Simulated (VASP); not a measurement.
# Sb in VASP: further runs, part 2 of 3

VASP 6.6.1.

### 3 Single point, PBE+D3(BJ) (layers slid over each other)

The input, INCAR:

```
SYSTEM = Sb
PREC = Accurate ; ENCUT = 400
EDIFF = 1E-6 ; ISMEAR = 0
SIGMA = 0.05 ; LREAL = .False.
LASPH = .True. ; NELM = 120
ALGO = Normal ; ISIF = 2
LWAVE = .False. ; LCHARG = .True.
LDIPOL = .True. ; IDIPOL = 3
DIPOL = 0.5 0.5 0.388 ; GGA = PE
IVDW = 12 ; LELF = .True.
LVHAR = .True. ; LVACPOTAV = .True.
NBANDS = 38 ; GGA_COMPAT = .False.
NELMDL = -8
```

The input, KPOINTS:

```
Automatic mesh
0
Gamma
  9 9 1
  0 0 0
```

The input, POSCAR:

```
Sb
1.0
    4.0686848921      0.0000000000      0.0000000000
   -2.0343424461      3.5235844766      0.0000000000
    0.0000000000      0.0000000000     20.8000277116
Sb
4
Direct
    0.3333333333      0.6666666667      0.2956733491
    0.6666666667      0.3333333333      0.2163458656
    0.6666666667      0.7777777778      0.5600967399
    0.3333333333      1.1111111111      0.4807692564
```

Potentials or basis: VASP PAW PBE potentials, release 64 (Sb_d_GW).

Command:

```sh
> cat potpaw_PBE.64/Sb_d_GW/POTCAR > POTCAR
> mpirun -np 1 vasp_std > vasp.out
```

OUTCAR:

```text
SYSTEM = Sb
   PREC = Accurate
   ENCUT = 400
   EDIFF = 1E-6
   ISMEAR = 0
   LREAL = .False.
   LASPH = .True.
   NELM = 120
   ISIF = 2
   GGA = PE
   IVDW = 12
   NELMDL = -8
 IVDW          = 12

 ion  position               nearest neighbor table
   1  0.333  0.667  0.296-   2 2.87   2 2.87   2 2.87
   2  0.667  0.333  0.216-   1 2.87   1 2.87   1 2.87
   3  0.667  0.778  0.560-   4 2.87   4 2.87   4 2.87
   4  0.333  0.111  0.481-   3 2.87   3 2.87   3 2.87

  LATTYP: Found a hexagonal cell.
 ALAT       =     4.0686848921
 C/A-ratio  =     5.1122237930

  Lattice vectors:

 A1 = (   4.0686848921,   0.0000000000,   0.0000000000)
 A2 = (  -2.0343424461,   3.5235844766,   0.0000000000)
 A3 = (   0.0000000000,   0.0000000000,  20.8000277116)

Analysis of symmetry for initial positions (statically):
=====================================================================
 Subroutine PRICEL returns:
 Original cell was already a primitive cell.

 Routine SETGRP: Setting up the symmetry group for a
 hexagonal supercell.

 Subroutine GETGRP returns: Found  2 space group operations
 (whereof  1 operations were pure point group operations)
 out of a pool of 24 trial point group operations.

The static configuration has the point symmetry C_1 .
 The point group associated with its full space group is C_2 .

Analysis of symmetry for dynamics (positions and initial velocities):
=====================================================================
 Subroutine PRICEL returns:
 Original cell was already a primitive cell.

 Routine SETGRP: Setting up the symmetry group for a
 hexagonal supercell.

 Subroutine GETGRP returns: Found  2 space group operations
 (whereof  1 operations were pure point group operations)
 out of a pool of 24 trial point group operations.

The dynamic configuration has the point symmetry C_1 .
 The point group associated with its full space group is C_2 .

 Subroutine INISYM returns: Found  2 space group operations
 (whereof  1 operations are pure point group operations),
 and found     1 'primitive' translations

----------------------------------------------------------------------------------------

                                     Primitive cell

  volume of cell :     298.1966

  direct lattice vectors                    reciprocal lattice vectors
     4.068684892  0.000000000  0.000000000     0.245779663  0.141900954  0.000000000
    -2.034342446  3.523584477  0.000000000     0.000000000  0.283801909  0.000000000
     0.000000000  0.000000000 20.800027712     0.000000000  0.000000000  0.048076859

  length of vectors
     4.068684892  4.068684892 20.800027712     0.283801909  0.283801909  0.048076859

  position of ions in fractional coordinates (direct lattice)
     0.333333333  0.666666667  0.295673349
     0.666666667  0.333333333  0.216345866
     0.666666667  0.777777778  0.560096740
     0.333333333  0.111111111  0.480769256

  ion indices of the primitive-cell ions
   primitive index   ion index
                 1           1
                 2           2
                 3           3
                 4           4

----------------------------------------------------------------------------------------

 KPOINTS: Automatic mesh

[... 26 lines left out ...]
  0.000000  0.111111  0.000000      4.000000
  0.222222 -0.000000  0.000000      2.000000
  0.000000  0.222222  0.000000      4.000000
  0.333333 -0.000000  0.000000      2.000000
[... 16 lines left out ...]
 -0.222222 -0.444444  0.000000      4.000000
  0.444444  0.333333  0.000000      4.000000
   k-points           NKPTS =     25   k-points in BZ     NKDIM =     25   number of bands    NBANDS=     38
   number of dos      NEDOS =    301   number of ions     NIONS =      4
   total plane-waves  NPLWV = 109760
   dimension x,y,z NGX =    28 NGY =   28 NGZ =  140
   dimension x,y,z NGXF=    56 NGYF=   56 NGZF=  280
   ions per type =               4
   NGX,Y,Z   is equivalent  to a cutoff of  11.44, 11.44, 11.19 a.u.
   NGXF,Y,Z  is equivalent  to a cutoff of  22.88, 22.88, 22.38 a.u.
 SYSTEM =  Sb
   PREC   = accura    normal or accurate (medium, high low for compatibility)
   ISTART =      0    job   : 0-new  1-cont  2-samecut
   ICHARG =      2    charge: 1-file 2-atom 10-const
   ISPIN  =      1    spin polarized calculation?
   LNONCOLLINEAR =      F non collinear calculations
   LSORBIT =      F    spin-orbit coupling
   LASPH  =      T    aspherical Exc in radial PAW
   ENCUT  =  400.0 eV  29.40 Ry    5.42 a.u.   6.63  6.63 33.92*2*pi/ulx,y,z
   NELM   =    120;   NELMIN=  2; NELMDL= -8     # of ELM steps
   EDIFF  = 0.1E-05   stopping-criterion for ELM
   LREAL  =      F    real-space projection
   EDIFFG = 0.1E-04   stopping-criterion for IOM
   NSW    =      0    number of steps for IOM
   IBRION =     -1    ionic relax: 0-MD 1-quasi-New 2-CG
   NFREE  =      0    steps in history (QN), initial steepest desc. (CG)
   ISIF   =      2    stress and relaxation
   ISYM   =      2    0-nonsym 1-usesym 2-fastsym
   POTIM  = 0.5000    time-step for ionic-motion
   TEBEG  =    0.0;   TEEND  =   0.0 temperature during run
   PSTRESS=    0.0 pullay stress
   NELECT =      60.0000    total number of electrons
   NUPDOWN=      -1.0000    fix difference up-down
   EMIN   =  10.00;   EMAX   =-10.00  energy-range for DOS
   EFERMI =   0.00;   METHOD = LEGACY
   ISMEAR =     0;   SIGMA  =   0.05  broadening in eV -4-tet -1-fermi 0-gaus
   EFERMI_NEDOS =   21; number of points for ismear=-14 and -15
   IALGO  =     38    algorithm
   IMIX   =      4    mixing-type and parameters
     AMIX     =   0.40;   BMIX     =  1.00
     AMIX_MAG =   1.60;   BMIX_MAG =  1.00
  volume/ion in A,a.u.               =      74.55       503.08
  Fermi-wavevector in a.u.,A,eV,Ry     =   0.959307  1.812828 12.521037  0.920270
  Thomas-Fermi vector in A             =   2.088492
   LORBIT       =      0    0 simple, 1 ext, 2 COOP (PROOUT), +10 PAW based schemes
   GGA     = PE    functional components
   LHFCALC =     F    Hartree Fock is set to
   AEXX    =    0.0000 exact exchange contribution
   IVDW    =    12    specifies the selected vdW correction
   LEPSILON=     F    determine dielectric tensor
   LRPA    =     F    only Hartree local field effects (RPA)
 non-spin polarized calculation
 Gauss-broadening in eV      SIGMA  =   0.05
  energy-cutoff  :      400.00
  volume of cell :      298.20
 maximum number of plane-waves:      5503
   NGX = 13   NGY = 13   NGZ = 67

 dipolmoment           0.000000      0.000000      0.000187 electrons x Angstroem

 number of electron      59.9999994 magnetization

 dipolmoment           0.000000      0.000000     -0.000010 electrons x Angstroem

 Free energy of the ion-electron system (eV)
  ---------------------------------------------------
  ext. energy  EPLUGINS =         0.00000000
  ---------------------------------------------------
  free energy    TOTEN  =       -16.30622661 eV

  energy without entropy =      -16.30622661  energy(sigma->0) =      -16.30622661

 E-fermi :  -0.5260     XC(G=0):  -4.9100

 val. band max:       -0.8448534049   @ k =   0.0000   0.0000   0.0000
 cond. band min:       0.0238158042   @ k =   0.3333  -0.0000   0.0000
 fundamental gap:      0.8686692091
 Fermi energy:        -0.5260166426

 k-point     1 :       0.0000    0.0000    0.0000
  band No.  band energies     occupation
      1     -29.5456      2.00000
      2     -29.5455      2.00000
      3     -29.5451      2.00000
      4     -29.5447      2.00000
      5     -29.4689      2.00000
      6     -29.4687      2.00000
[... 973 lines left out ...]
     37       5.1007      0.00000
     38       5.1824      0.00000

 [... further k-points ...]

------------------------ aborting loop because EDIFF is reached ----------------------------------------

 Edisp (eV)   -1.16493

 E8    (eV) :    -0.5587

  FORCE on cell =-STRESS in cart. coord.  units (eV):
  Direction    XX          YY          ZZ          XY          YZ          ZX
  --------------------------------------------------------------------------------------
  -------------------------------------------------------------------------------------
  Total      -0.29883    -0.20771    -0.83903    -0.07891     0.08018    -0.04629
  in kB      -1.60557    -1.11600    -4.50800    -0.42398     0.43080    -0.24872
  external pressure =       -2.41 kB  Pullay stress =        0.00 kB

 VOLUME and BASIS-vectors are now :
 -----------------------------------------------------------------------------
  energy-cutoff  :      400.00
  volume of cell :      298.20
      direct lattice vectors                 reciprocal lattice vectors
     4.068684892  0.000000000  0.000000000     0.245779663  0.141900954  0.000000000
    -2.034342446  3.523584477  0.000000000     0.000000000  0.283801909  0.000000000
     0.000000000  0.000000000 20.800027712     0.000000000  0.000000000  0.048076859

 POSITION                                       TOTAL-FORCE (eV/Angst)
 -----------------------------------------------------------------------------------
     -0.00000      2.34906      6.15001         0.002439     -0.011715      0.105562
      2.03434      1.17453      4.50000         0.006472     -0.003719      0.021792
      1.13019      2.74057     11.65003         0.000015      0.007465     -0.021792
      1.13019      0.39151     10.00001        -0.008926      0.007969     -0.105562
 -----------------------------------------------------------------------------------
    total drift:                               -0.000042     -0.000088     -0.001108

  FREE ENERGIE OF THE ION-ELECTRON SYSTEM (eV)
  ---------------------------------------------------
  free  energy   TOTEN  =       -17.4711518437 eV

  energy  without entropy=      -17.4711518437  energy(sigma->0) =      -17.47115184

 vacuum level on the upper side and lower side of the slab         3.832         3.832
```

Wall time 3.9 min (1 thread of AMD EPYC 9R45 (Zen 5), shared host); peak memory 0.39 GiB.

Results:

| Item | Value |
| --- | --- |
| Free energy | -17.4712 eV |
| Largest force | 0.106 eV/Å |
| Band gap on the k mesh | 0.87 eV (least direct gap 1.48 eV) |
| Dispersion energy per atom | -0.291 eV |

Forces in eV/Å, atoms in the order of the input:
```
Sb   0.002 -0.012  0.106
Sb   0.006 -0.004  0.022
Sb   0.000  0.007 -0.022
Sb  -0.009  0.008 -0.106
```

Caveat: the cell differs from its parent crystal (layers slid over each other); spin-orbit coupling is left out, which moves the levels of the heavy elements.

[end of part 2 of 3]
